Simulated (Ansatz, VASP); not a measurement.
## Two plane-wave programs on GaN

The input INCAR:

```
SYSTEM = GaN
PREC = Accurate ; ENCUT = 520
EDIFF = 1E-6 ; ISMEAR = -1
SIGMA = 0.02 ; LREAL = .FALSE.
LASPH = .TRUE. ; NELM = 100
ALGO = Normal ; ISIF = 2
LWAVE = .FALSE. ; LCHARG = .FALSE.
GGA = PE ; IBRION = 2
NSW = 80 ; EDIFFG = -0.02
```

KPOINTS

```
Automatic mesh
0
G
  13 13 13
  0 0 0
```

File POSCAR:

```
GaN
1.0
    0.0000000000      1.9925000000      1.9526500000
    1.9925000000      0.0000000000      1.9526500000
    1.9925000000      1.9925000000      0.0000000000
Ga N
1 1
Direct
    0.5000000000      0.5000000000      0.5000000000
    0.0000000000      0.0000000000      0.0000000000
```

Input for Ansatz:

```yaml
crystal:
  lattice:
    - [0.0, 1.9925, 1.95265]
    - [1.9925, 0.0, 1.95265]
    - [1.9925, 1.9925, 0.0]
  atoms:
    - { symbol: Ga, position: [0.5, 0.5, 0.5] }
    - { symbol: "N", position: [0.0, 0.0, 0.0] }
kpoints:
  mp_grid: { grid: [13, 13, 13] }
scf:
  occupations: { method: fermi_dirac, width: 0.02 }
hamiltonian:
  xc: pbe
  pseudopotentials: { kind: paw }
output:
  forces: true
  stress: true
  populations: true
  efg:
    quadrupole_moments_barn: { Ga: 0.107, "N": 0.02044 }
    contact_densities: true
  write_density: true
  write_potential: true
  elf: true
  volumetric_format: npy
relax:
  f_tol: 0.02
  max_steps: 60
```

Change from the starting cell: z stretched by -2 %, ions relaxed.

Alike in both runs: task relaxation of the atoms; functional PBE; k mesh 13 × 13 × 13; occupations fermi-dirac, width 0.02 eV; no spin polarisation.

|  | VASP | Ansatz |
| --- | --- | --- |
| version | VASP 6.6.1 | Ansatz 0.2.0 |
| potentials or method | VASP PAW PBE potentials, release 64 (Ga_d, N) | plane-wave PAW, scalar-relativistic |
| plane-wave cutoff (eV) | 520 | 420 |
| valence electrons in the cell | 18 | 18 |

Ansatz gave:

```
gap on the k mesh at the Fermi level, each at its own relaxed structure (eV) : 1.89
```

**Question.** What did VASP give for the same quantities?

**Answer.** gap on the k mesh at the Fermi level, each at its own relaxed structure (eV): 1.87.

Ansatz's warnings: stress scf threshold loose.

Noted on VASP's run: the relaxation stopped at its first step, so nothing moved.
